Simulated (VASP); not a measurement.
Set up this calculation in VASP 6.6.1, as the native input.

```yaml
Task: single point
Functional: PBE
Potentials_or_basis: VASP PAW PBE potentials, release 64 (Bi_d, F)
Cutoff: 520 eV
k_mesh: 4 × 4 × 4
Occupations: gaussian, width 0.1 eV
Spin: no spin polarisation
Dipole_correction: no
Further_INCAR_settings: ALGO = Normal; EDIFF = 1e-06; NBANDS = 34
```

The structure of Bi3F lies in POSCAR:

```
Bi3F
1.0
   -3.1245199680      3.1245199680      3.1245199680
    3.1245199680     -3.1245199680      3.1245199680
    3.1245199680      3.1245199680     -3.1245199680
Bi F
3 1
Direct
    0.0000000000      0.5000000000      0.5000000000
    0.5000000000      0.0000000000      0.5000000000
    0.5000000000      0.5000000000      0.0000000000
    0.0000000000      0.0000000000      0.0000000000
```

One way to write it, as run:

INCAR

```
SYSTEM = Bi3F
PREC = Accurate
ENCUT = 520
EDIFF = 1E-6
ISMEAR = 0
SIGMA = 0.1
LREAL = .False.
LASPH = .True.
NELM = 100
ALGO = Normal
ISIF = 2
LWAVE = .False.
LCHARG = .False.
GGA = PE
NBANDS = 34
```

KPOINTS

```
regular mesh
0
Gamma
  4 4 4
  0 0 0
```

Potentials or basis: VASP PAW PBE potentials, release 64 (Bi_d, F).

Command:

```console
$ cat potpaw_PBE.64/Bi_d/POTCAR potpaw_PBE.64/F/POTCAR > POTCAR
$ mpirun -np 1 vasp_std > vasp.out
```

Results of the run:

```
Pressure               : -0.2 GPa
Band gap on the k mesh : zero (band 26 reaches 6.62 eV, above the bottom of band 27 at 5.44 eV)
```

Caveat: spin-orbit coupling is left out, which moves the levels of the heavy elements.

Run time: 45 s on 1 thread of Intel(R) Xeon(R) Platinum 8259CL CPU @ 2.50GHz (Skylake/Cascade Lake) (shared host), peak memory 0.24 GiB.
